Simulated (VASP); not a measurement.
# CaO in VASP: notebook

The runs below take CaO through single point, with PBE.

Everything below comes from runs of VASP 6.6.1. Logs are shortened: lines on timing, memory, paths and dates and some standing lists are left out, and cuts for length are marked.

### Step 1. The cell of the first run

The typed cell holds 2 atoms: a = 3.416 Å, b = 3.416 Å, c = 3.416 Å, α = 60.00°, β = 60.00°, γ = 60.00°.

### Step 2. Single point, PBE (all Ca atoms moved 0.04 Å in one direction)

File INCAR:

```
PREC     = Accurate       # precision mode
ENCUT    = 520            # plane-wave cutoff, eV
EDIFF    = 1E-7           # SCF threshold, eV
ISMEAR   = 0              # smearing method
SIGMA    = 0.05           # smearing width, eV
LREAL    = False          # projectors in reciprocal space
LASPH    = True           # aspherical terms in the spheres
NELM     = 100            # most SCF steps
ALGO     = Normal         # electronic algorithm
ISIF     = 2              # what is computed and relaxed
LWAVE    = False          # write WAVECAR
LCHARG   = False          # write CHGCAR
GGA      = PE             # functional
NBANDS   = 15             # bands
```

File KPOINTS:

```
regular mesh
0
Gamma
  8 8 8
```

File POSCAR:

```
CaO
1.0
    0.0000000000      2.4154595357      2.4154595357
    2.4154595357      0.0000000000      2.4154595357
    2.4154595357      2.4154595357      0.0000000000
Ca O
1 1
Direct
    0.0002695758     -0.0048941882     -0.0018010317
    0.4997304242      0.5048941882      0.5018010317
```

Potentials or basis: VASP PAW PBE potentials, release 64 (Ca_sv, O).

The run is started by

```console
> cat potpaw_PBE.64/Ca_sv/POTCAR potpaw_PBE.64/O/POTCAR > POTCAR
> mpirun -np 1 vasp_std > vasp.out
```

OUTCAR:

```text
PREC = Accurate
   ENCUT = 520
   EDIFF = 1E-7
   ISMEAR = 0
   LREAL = False
   LASPH = True
   NELM = 100
   ISIF = 2
   GGA = PE

 ion  position               nearest neighbor table
   1  0.000  0.995  0.998-   2 2.38   2 2.39   2 2.41   2 2.42   2 2.44   2 2.45
   2  0.500  0.505  0.502-   1 2.38   1 2.39   1 2.41   1 2.42   1 2.44   1 2.45

  LATTYP: Found a face centered cubic cell.
 ALAT       =     4.8309190714

  Lattice vectors:

 A1 = (   0.0000000000,   2.4154595357,   2.4154595357)
 A2 = (   2.4154595357,   0.0000000000,   2.4154595357)
 A3 = (   2.4154595357,   2.4154595357,   0.0000000000)

Analysis of symmetry for initial positions (statically):
=====================================================================
 Subroutine PRICEL returns:
 Original cell was already a primitive cell.

 Routine SETGRP: Setting up the symmetry group for a
 face centered cubic supercell.

 Subroutine GETGRP returns: Found  1 space group operations
 (whereof  1 operations were pure point group operations)
 out of a pool of 48 trial point group operations.

The static configuration has the point symmetry C_1 .

Analysis of symmetry for dynamics (positions and initial velocities):
=====================================================================
 Subroutine PRICEL returns:
 Original cell was already a primitive cell.

 Routine SETGRP: Setting up the symmetry group for a
 face centered cubic supercell.

 Subroutine GETGRP returns: Found  1 space group operations
 (whereof  1 operations were pure point group operations)
 out of a pool of 48 trial point group operations.

The dynamic configuration has the point symmetry C_1 .

 Subroutine INISYM returns: Found  1 space group operations
 (whereof  1 operations are pure point group operations),
 and found     1 'primitive' translations

----------------------------------------------------------------------------------------

                                     Primitive cell

  volume of cell :      28.1857

  direct lattice vectors                    reciprocal lattice vectors
     0.000000000  2.415459536  2.415459536    -0.206999949  0.206999949  0.206999949
     2.415459536  0.000000000  2.415459536     0.206999949 -0.206999949  0.206999949
     2.415459536  2.415459536  0.000000000     0.206999949  0.206999949 -0.206999949

  length of vectors
     3.415975635  3.415975635  3.415975635     0.358534428  0.358534428  0.358534428

  position of ions in fractional coordinates (direct lattice)
     0.000269576  0.995105812  0.998198968
     0.499730424  0.504894188  0.501801032

  ion indices of the primitive-cell ions
   primitive index   ion index
                 1           1
                 2           2

----------------------------------------------------------------------------------------

 KPOINTS: regular mesh

Automatic generation of k-mesh.
 Grid dimensions read from file:
 generate k-points for:    8    8    8

 Generating k-lattice:

  Cartesian coordinates                     Fractional coordinates (reciprocal lattice)
    -0.025874994  0.025874994  0.025874994     0.125000000  0.000000000  0.000000000
     0.025874994 -0.025874994  0.025874994     0.000000000  0.125000000  0.000000000
     0.025874994  0.025874994 -0.025874994     0.000000000  0.000000000  0.125000000

  Length of vectors
     0.044816804  0.044816804  0.044816804

  Shift w.r.t. Gamma in fractional coordinates (k-lattice)
     0.000000000  0.000000000  0.000000000

 Subroutine IBZKPT returns following result:
 ===========================================

 Found    260 irreducible k-points:

 Following reciprocal coordinates:
            Coordinates               Weight
  0.000000  0.000000  0.000000      1.000000
  0.125000  0.000000  0.000000      2.000000
  0.000000  0.125000  0.000000      2.000000
  0.000000  0.000000  0.125000      2.000000
  0.125000  0.125000  0.125000      2.000000
  0.250000  0.000000  0.000000      2.000000
[... 16 lines left out ...]
  0.125000  0.000000  0.250000      2.000000
  0.125000  0.125000 -0.125000      2.000000
 [... further k-points ...]
   k-points           NKPTS =    260   k-points in BZ     NKDIM =    260   number of bands    NBANDS=     15
   number of dos      NEDOS =    301   number of ions     NIONS =      2
   total plane-waves  NPLWV =  21952
   dimension x,y,z NGX =    28 NGY =   28 NGZ =   28
   dimension x,y,z NGXF=    56 NGYF=   56 NGZF=   56
   ions per type =               1   1
   NGX,Y,Z   is equivalent  to a cutoff of  13.63, 13.63, 13.63 a.u.
   NGXF,Y,Z  is equivalent  to a cutoff of  27.25, 27.25, 27.25 a.u.
 SYSTEM =  unknown system
   PREC   = accura    normal or accurate (medium, high low for compatibility)
   ISTART =      0    job   : 0-new  1-cont  2-samecut
   ICHARG =      2    charge: 1-file 2-atom 10-const
   ISPIN  =      1    spin polarized calculation?
   LNONCOLLINEAR =      F non collinear calculations
   LSORBIT =      F    spin-orbit coupling
   LASPH  =      T    aspherical Exc in radial PAW
   ENCUT  =  520.0 eV  38.22 Ry    6.18 a.u.   6.35  6.35  6.35*2*pi/ulx,y,z
   NELM   =    100;   NELMIN=  2; NELMDL= -5     # of ELM steps
   EDIFF  = 0.1E-06   stopping-criterion for ELM
   LREAL  =      F    real-space projection
   EDIFFG = 0.1E-05   stopping-criterion for IOM
   NSW    =      0    number of steps for IOM
   IBRION =     -1    ionic relax: 0-MD 1-quasi-New 2-CG
   NFREE  =      0    steps in history (QN), initial steepest desc. (CG)
   ISIF   =      2    stress and relaxation
   ISYM   =      2    0-nonsym 1-usesym 2-fastsym
   POTIM  = 0.5000    time-step for ionic-motion
   TEBEG  =    0.0;   TEEND  =   0.0 temperature during run
   PSTRESS=    0.0 pullay stress
   NELECT =      16.0000    total number of electrons
   NUPDOWN=      -1.0000    fix difference up-down
   EMIN   =  10.00;   EMAX   =-10.00  energy-range for DOS
   EFERMI =   0.00;   METHOD = LEGACY
   ISMEAR =     0;   SIGMA  =   0.05  broadening in eV -4-tet -1-fermi 0-gaus
   EFERMI_NEDOS =   21; number of points for ismear=-14 and -15
   IALGO  =     38    algorithm
   IMIX   =      4    mixing-type and parameters
     AMIX     =   0.40;   BMIX     =  1.00
     AMIX_MAG =   1.60;   BMIX_MAG =  1.00
  volume/ion in A,a.u.               =      14.09        95.10
  Fermi-wavevector in a.u.,A,eV,Ry     =   1.355517  2.561556 24.999714  1.837427
  Thomas-Fermi vector in A             =   2.482598
   LORBIT       =      0    0 simple, 1 ext, 2 COOP (PROOUT), +10 PAW based schemes
   GGA     = PE    functional components
   LHFCALC =     F    Hartree Fock is set to
   AEXX    =    0.0000 exact exchange contribution
   IVDW    =     0    specifies the selected vdW correction
   LEPSILON=     F    determine dielectric tensor
   LRPA    =     F    only Hartree local field effects (RPA)
 non-spin polarized calculation
 Gauss-broadening in eV      SIGMA  =   0.05
  energy-cutoff  :      520.00
  volume of cell :       28.19
 maximum number of plane-waves:       775
 NGX is ok and might be reduce to    28
   NGX = 13   NGY = 13   NGZ = 13

 number of electron      16.0000001 magnetization

 Free energy of the ion-electron system (eV)
  ---------------------------------------------------
  ext. energy  EPLUGINS =         0.00000000
  ---------------------------------------------------
  free energy    TOTEN  =       -12.80301167 eV

  energy without entropy =      -12.80301167  energy(sigma->0) =      -12.80301167

 E-fermi :   2.5190     XC(G=0): -10.4008

 val. band max:        2.2584533209   @ k =   0.0000   0.0000   0.0000
 cond. band min:       5.9083565666   @ k =   0.0000   0.5000   0.5000
 fundamental gap:      3.6499032457
 Fermi energy:         2.5190033930

 k-point     1 :       0.0000    0.0000    0.0000
  band No.  band energies     occupation
      1     -35.4338      2.00000
      2     -16.2102      2.00000
      3     -16.2086      2.00000
      4     -16.2085      2.00000
      5     -13.2387      2.00000
      6       2.2581      2.00000
      7       2.2584      2.00000
      8       2.2585      2.00000
      9       6.8524      0.00000
     10       8.4525      0.00000
     11       8.4582      0.00000
     12       8.4609      0.00000
     13       9.9327      0.00000
     14       9.9388      0.00000
     15      17.2371      0.00000

 k-point     2 :       0.1250    0.0000    0.0000
  band No.  band energies     occupation
      1     -35.4198      2.00000
      2     -16.4051      2.00000
      3     -16.2170      2.00000
      4     -16.2162      2.00000
      5     -13.0319      2.00000
      6       1.7258      2.00000
      7       2.0549      2.00000
      8       2.0599      2.00000
      9       7.5330      0.00000
     10       8.4066      0.00000
     11       8.7132      0.00000
     12       8.7193      0.00000
     13      10.2922      0.00000
     14      10.2997      0.00000
     15      17.7967      0.00000

 k-point     3 :       0.0000    0.1250    0.0000
  band No.  band energies     occupation
      1     -35.4198      2.00000
      2     -16.4052      2.00000
      3     -16.2166      2.00000
      4     -16.2162      2.00000
      5     -13.0322      2.00000
      6       1.7275      2.00000
      7       2.0545      2.00000
      8       2.0573      2.00000
      9       7.5322      0.00000
     10       8.4140      0.00000
     11       8.7109      0.00000
     12       8.7191      0.00000
     13      10.2923      0.00000
     14      10.2971      0.00000
     15      17.7963      0.00000

 k-point     4 :       0.0000    0.0000    0.1250
  band No.  band energies     occupation
      1     -35.4198      2.00000
      2     -16.4051      2.00000
      3     -16.2169      2.00000
      4     -16.2162      2.00000
      5     -13.0320      2.00000
      6       1.7260      2.00000
      7       2.0548      2.00000
      8       2.0595      2.00000
      9       7.5329      0.00000
     10       8.4076      0.00000
     11       8.7127      0.00000
     12       8.7195      0.00000
     13      10.2923      0.00000
     14      10.2993      0.00000
     15      17.7966      0.00000
[... 307 lines left out ...]
 k-point    22 :       0.0000    0.2500    0.1250
  band No.  band energies     occupation
      1     -35.3882      2.00000
      2     -16.6850      2.00000
      3     -16.2706      2.00000
      4     -16.2571      2.00000
      5     -12.7180      2.00000
      6       0.8120      2.00000
      7       1.7873      2.00000
      8       1.8921      2.00000
      9       7.7463      0.00000
     10       8.5750      0.00000
     11       9.5795      0.00000
     12       9.6772      0.00000
     13      10.5566      0.00000
     14      11.5561      0.00000
     15      18.5416      0.00000

 k-point    23 :       0.1250    0.0000    0.2500
  band No.  band energies     occupation
      1     -35.3882      2.00000
      2     -16.6844      2.00000
      3     -16.2711      2.00000
      4     -16.2570      2.00000
      5     -12.7183      2.00000
      6       0.8118      2.00000
      7       1.7847      2.00000
      8       1.8963      2.00000
      9       7.7465      0.00000
     10       8.5762      0.00000
     11       9.5735      0.00000
     12       9.6739      0.00000
     13      10.5637      0.00000
     14      11.5529      0.00000
     15      18.5439      0.00000

 k-point    24 :       0.1250    0.1250   -0.1250
  band No.  band energies     occupation
      1     -35.3882      2.00000
      2     -16.6849      2.00000
      3     -16.2705      2.00000
      4     -16.2575      2.00000
      5     -12.7178      2.00000
      6       0.8123      2.00000
      7       1.7892      2.00000
      8       1.8921      2.00000
      9       7.7474      0.00000
     10       8.5748      0.00000
     11       9.5745      0.00000
     12       9.6699      0.00000
     13      10.5632      0.00000
     14      11.5560      0.00000
     15      18.5445      0.00000

 [... further k-points ...]
[... 5 lines left out ...]
  --------------------------------------------------------------------------------------
  -------------------------------------------------------------------------------------
  Total        0.1209581      0.0954784      0.1068965     -0.0009134     -0.0006319     -0.0027904
  in kB        6.8756908      5.4273307      6.0763772     -0.0519216     -0.0359217     -0.1586147
  external PRESSURE =       6.1264663 kB  Pullay stress =       0.0000000 kB

 VOLUME and BASIS-vectors are now :
 -----------------------------------------------------------------------------
  energy-cutoff  :      520.00
  volume of cell :       28.19
      direct lattice vectors                 reciprocal lattice vectors
     0.000000000  2.415459536  2.415459536    -0.206999949  0.206999949  0.206999949
     2.415459536  0.000000000  2.415459536     0.206999949 -0.206999949  0.206999949
     2.415459536  2.415459536  0.000000000     0.206999949  0.206999949 -0.206999949

 POSITION                                       TOTAL-FORCE (eV/Angst)
 -----------------------------------------------------------------------------------
      4.81475      2.41176      2.40429         0.093885      0.021254      0.064479
      2.43163      2.41916      2.42663        -0.093885     -0.021254     -0.064479
 -----------------------------------------------------------------------------------
    total drift:                                0.000077      0.000034      0.000075

  FREE ENERGIE OF THE ION-ELECTRON SYSTEM (eV)
  ---------------------------------------------------
  free  energy   TOTEN  =       -12.8030116739 eV

  energy  without entropy=      -12.8030116739  energy(sigma->0) =      -12.80301167
```

Wall time 88 s (1 thread of AMD EPYC 9R45 (Zen 5), shared host); peak memory 0.21 GiB.

What came out:

| Quantity | Value |
| --- | --- |
| Free energy | -12.8030 eV |
| Pressure | 0.6 GPa |
| Largest force | 0.116 eV/Å |
| Band gap on the k mesh | 3.65 eV, indirect (least direct gap 4.02 eV) |

Forces on the atoms (eV/Å):
```
Ca   0.094  0.021  0.064
O   -0.094 -0.021 -0.064
```

Levels at points of the mesh, in eV from the valence-band top:
```csv
k point,band 5,band 6,band 7,band 8,band 9,band 10,band 11,band 12
"(0.00, 0.00, 0.00)",-15.50,0.00,0.00,0.00,4.59,6.19,6.20,6.20
"(0.50, 0.00, 0.00)",-14.36,-2.60,-1.17,-1.16,6.98,8.22,8.28,8.44
"(0.00, 0.50, 0.00)",-14.36,-2.60,-1.17,-1.17,6.98,8.25,8.28,8.42
"(0.00, 0.00, 0.50)",-14.36,-2.60,-1.17,-1.17,6.98,8.22,8.28,8.44
"(0.50, 0.50, 0.50)",-14.36,-2.60,-1.17,-1.17,6.98,8.27,8.28,8.41
"(0.50, 0.50, 0.00)",-15.26,-1.30,-0.38,-0.37,3.65,7.93,8.82,9.44
"(0.00, 0.50, 0.50)",-15.26,-1.30,-0.38,-0.37,3.65,7.93,8.81,9.44
"(0.50, 0.00, 0.50)",-15.26,-1.30,-0.38,-0.37,3.66,7.93,8.82,9.44
```

Caveat: the cell differs from its parent crystal (all Ca atoms moved 0.04 Å in one direction). A k mesh can miss the band edges.

(Continued in part 2 of 2.)
